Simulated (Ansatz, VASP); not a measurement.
## Two plane-wave programs on CdF2

```xyz
3
Lattice="0.0000 2.5160 2.5160 2.7315 -0.2155 2.7315 2.5160 2.5160 0.0000" Properties=species:S:1:pos:R:3 pbc="T T T"
Cd    0.0258   -0.0258    0.0258
F     1.3004    1.2156    1.3004
F     3.9213    3.6266    3.9213
```

Alike in both runs: task single point; functional PBEsol; k mesh 8 × 8 × 8; occupations gaussian, width 0.02 eV; no spin polarisation.

|  | VASP | Ansatz |
| --- | --- | --- |
| version | VASP 6.6.1 | Ansatz 0.2.0 |
| potentials or method | VASP PAW PBE potentials, release 64 (Cd_sv_GW, F), cutoff 600 eV | scalar-relativistic, plane waves, PAW |
| valence electrons in the cell | 34 | 34 |

Ansatz gave:

| Quantity | Value |
| --- | --- |
| gap on the k mesh at the Fermi level (eV) | 3.24 |
| least direct gap on the mesh (eV) | 3.45 |
| pressure (GPa) | 13.1 |
| traceless stress, the component that is largest in VASP (GPa) | 2.70 |
| rms of the force components (eV/Å) | 0.221 |

Q: Estimate VASP's values.

A: gap on the k mesh at the Fermi level (eV): 3.22; least direct gap on the mesh (eV): 3.44; pressure (GPa): 12.4; traceless stress, the component that is largest in VASP (GPa): 2.79; rms of the force components (eV/Å): 0.226.

VASP's potentials were made for PBE, not for PBEsol. Atom by atom the forces differ by 0.005 eV/Å (rms over components).
